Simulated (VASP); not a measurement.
# Hg (R-3m) in VASP: further runs, part 3 of 3

VASP 6.6.1. The steps go on from the part before.

## Step 6: Electric field gradients, LDA (volume scaled by 1.06)

INCAR reads:

```
  ALGO = Normal
  EDIFF = 1E-8
  ENCUT = 520
  GGA = CA
  ISIF = 2
  ISMEAR = -1
  LASPH = T
  LCHARG = F
  LEFG = T
  LREAL = F
  LWAVE = F
  NBANDS = 12
  NELM = 60
  PREC = Accurate
  SIGMA = 0.03
```

KPOINTS reads:

```
k-points
0
Gamma
  12 12 12
```

POSCAR reads:

```
Hg
1.0
    1.7639306470      1.0184058339      2.2778150453
   -1.7639306470      1.0184058339      2.2778150453
    0.0000000000     -2.0368116678      2.2778150453
Hg
1
Direct
    0.0000000000      0.0000000000      0.0000000000
```

Potentials or basis: VASP PAW LDA potentials, release 64 (Hg).

On the command line:

```console
$ cat potpaw_LDA.64/Hg/POTCAR > POTCAR
$ mpirun -np 1 vasp_std > vasp.out
```

OUTCAR:

```text
EDIFF = 1E-8
   ENCUT = 520
   GGA = CA
   ISIF = 2
   ISMEAR = -1
   LASPH = T
   LREAL = F
   NELM = 60
   PREC = Accurate

 ion  position               nearest neighbor table
   1  0.000  0.000  0.000-

  LATTYP: Found a trigonal (rhomboedric) cell.
 ALAT       =     3.0556575643
 COS(alpha) =     0.3335253405

  Lattice vectors:

 A1 = (   1.7639306470,   1.0184058339,   2.2778150453)
 A2 = (  -1.7639306470,   1.0184058339,   2.2778150453)
 A3 = (   0.0000000000,  -2.0368116678,   2.2778150453)

Analysis of symmetry for initial positions (statically):
=====================================================================
 Subroutine PRICEL returns:
 Original cell was already a primitive cell.

 Routine SETGRP: Setting up the symmetry group for a
 trigonal (rhombohedral) supercell.

 Subroutine GETGRP returns: Found 12 space group operations
 (whereof 12 operations were pure point group operations)
 out of a pool of 12 trial point group operations.

The static configuration has the point symmetry D_3d.

Analysis of symmetry for dynamics (positions and initial velocities):
=====================================================================
 Subroutine PRICEL returns:
 Original cell was already a primitive cell.

 Routine SETGRP: Setting up the symmetry group for a
 trigonal (rhombohedral) supercell.

 Subroutine GETGRP returns: Found 12 space group operations
 (whereof 12 operations were pure point group operations)
 out of a pool of 12 trial point group operations.

[... 159 lines left out ...]
      6      -3.9270      2.00000
      7      14.2400      0.00000
      8      14.4251      0.00000
      9      14.4251      0.00000
     10      18.8258      0.00000
     11      20.0106      0.00000
     12      20.0106      0.00000
[... 331 lines left out ...]
 k-point    24 :      -0.4167    0.1667   -0.0000
  band No.  band energies     occupation
      1      -5.5458      2.00000
      2      -5.0995      2.00000
      3      -4.2498      2.00000
      4      -4.0849      2.00000
      5      -3.7488      2.00000
      6      -0.5170      2.00000
      7       2.0767      1.69413
      8      10.2751      0.00000
      9      14.5160      0.00000
     10      17.7640      0.00000
     11      20.3379      0.00000
     12      21.6201      0.00000

 [... further k-points ...]

------------------------ aborting loop because EDIFF is reached ----------------------------------------

  FORCE on cell =-STRESS in cart. coord.  units (eV):
  Direction    XX          YY          ZZ          XY          YZ          ZX
  --------------------------------------------------------------------------------------
  -------------------------------------------------------------------------------------
  Total       -0.3883325     -0.3883325     -0.7045020     -0.0000000      0.0000000      0.0000000
  in kB      -25.3420780    -25.3420780    -45.9748905     -0.0000000      0.0000000      0.0000000
  external PRESSURE =     -32.2196821 kB  Pullay stress =       0.0000000 kB

 VOLUME and BASIS-vectors are now :
 -----------------------------------------------------------------------------
  energy-cutoff  :      520.00
  volume of cell :       24.55
      direct lattice vectors                 reciprocal lattice vectors
     1.763930647  1.018405834  2.277815045     0.283457856  0.163654470  0.146339069
    -1.763930647  1.018405834  2.277815045    -0.283457856  0.163654470  0.146339069
     0.000000000 -2.036811668  2.277815045     0.000000000 -0.327308939  0.146339069

 POSITION                                       TOTAL-FORCE (eV/Angst)
 -----------------------------------------------------------------------------------
      0.00000      0.00000      0.00000        -0.000000     -0.000000      0.000000
 -----------------------------------------------------------------------------------
    total drift:                                0.000000     -0.000000     -0.000000

  FREE ENERGIE OF THE ION-ELECTRON SYSTEM (eV)
  ---------------------------------------------------
  free  energy   TOTEN  =        -0.9416980464 eV

  energy  without entropy=       -0.9408430281  energy(sigma->0) =       -0.94127054

 Electric field gradients (V/A^2)
---------------------------------------------------------------------
 ion       V_xx      V_yy      V_zz      V_xy      V_xz      V_yz
---------------------------------------------------------------------
   1      64.154    64.154  -128.309    -0.000    -0.000     0.000
---------------------------------------------------------------------

 Electric field gradients after diagonalization (V/A^2)
 (convention: |V_zz| > |V_xx| > |V_yy|)
----------------------------------------------------------------------
 ion       V_xx      V_yy      V_zz     asymmetry (V_yy - V_xx)/ V_zz
----------------------------------------------------------------------
   1      64.154    64.154  -128.309       0.000
----------------------------------------------------------------------

           NMR quadrupolar parameters

 Cq : quadrupolar parameter    Cq=e*Q*V_zz/h
 eta: asymmetry parameters     (V_yy - V_xx)/ V_zz
 Q  : nuclear electric quadrupole moment in mb (millibarn)
----------------------------------------------------------------------
 ion       Cq(MHz)       eta       Q (mb)
----------------------------------------------------------------------
   1      -0.310       0.000       1.000
----------------------------------------------------------------------
```

OSZICAR:

```text
N       E                     dE             d eps       ncg     rms          rms(c)
DAV:   1     0.730897632862E+02    0.73090E+02   -0.65269E+03  4792   0.953E+02
DAV:   2     0.247151270280E+00   -0.72843E+02   -0.68197E+02  4888   0.227E+02
DAV:   3    -0.997849834731E+00   -0.12450E+01   -0.12443E+01  5432   0.331E+01
DAV:   4    -0.999048580353E+00   -0.11987E-02   -0.11987E-02  5008   0.107E+00
DAV:   5    -0.999050364209E+00   -0.17839E-05   -0.17839E-05  5464   0.399E-02    0.359E+00
DAV:   6    -0.947835219176E+00    0.51215E-01   -0.11966E-01  5336   0.388E+00    0.273E+00
DAV:   7    -0.942440984096E+00    0.53942E-02   -0.12434E-02  5360   0.101E+00    0.127E+00
DAV:   8    -0.941693165902E+00    0.74782E-03   -0.11137E-03  4816   0.458E-01    0.467E-02
DAV:   9    -0.941696992476E+00   -0.38266E-05   -0.30959E-06  5592   0.202E-02    0.121E-02
DAV:  10    -0.941698047703E+00   -0.10552E-05   -0.12854E-06  4860   0.144E-02    0.958E-04
DAV:  11    -0.941698046438E+00    0.12651E-08   -0.12654E-08  4892   0.102E-03
   1 F= -.94169805E+00 E0= -.94127054E+00  d E =-.855018E-03
```

stdout:

```text
POSCAR found type information on POSCAR Hg
 POSCAR found :  1 types and       1 ions
 scaLAPACK will be used
 LDA part: xc-table for (Slater(with rela. corr.)+CA(PZ))
 , standard interpolation
 POSCAR, INCAR and KPOINTS ok, starting setup
 FFT: planning ... GRIDC
 FFT: planning ... GRID_SOFT
 FFT: planning ... GRID
 WAVECAR not read
 entering main loop
ion   1
```

Run time: 21 s. Hardware: 1 thread of Intel Xeon 6975P-C, shared host; peak memory 0.17 GiB.

What came out:

```yaml
Free_energy: -0.9417 eV
Pressure: -3.2 GPa
Band_gap_on_the_k_mesh: zero (band 6 reaches 3.17 eV, above the bottom of band 7 at 0.40 eV)
```

Stress tensor (GPa, compression positive):
```
-2.53  0.00  0.00
 0.00 -2.53  0.00
 0.00  0.00 -4.60
```

Electric field gradients, principal values (V/Å²):
```csv
atom,least,middle,greatest (by size)
1 Hg,64.154,64.154,-128.309
```

Caveat: without QUAD_EFG the Cq values of the log hold for a quadrupole moment of 1 mb, not for the nuclei; spin-orbit coupling is left out, which moves the levels of the heavy elements.

## Step 7: Summary

| cell | gap on the mesh (eV) | pressure (GPa) |
| --- | --- | --- |
| a = 2.936 Å, angles 70.5°, 1 atom | none | 2.6 |
| a = 2.977 Å, angles 70.5°, 1 atom | none | -0.1 |
| a = 3.007 Å, angles 70.5°, 1 atom | none | -1.5 |
| a = 3.036 Å, angles 70.5°, 1 atom | none | -2.6 |
| a = 3.056 Å, angles 70.5°, 1 atom | none | -3.2 |

Alike in all rows: task electric field gradients; level LDA; potentials or basis VASP PAW LDA potentials, release 64 (Hg); no spin polarisation; k mesh 12 × 12 × 12; cutoff (eV) 520; smearing fermi-dirac 0.03 eV.

Caveats: spin-orbit coupling is left out, which moves the levels of the heavy elements.

Total energies depend on the potentials used, so only differences within one code and one set of settings carry meaning.
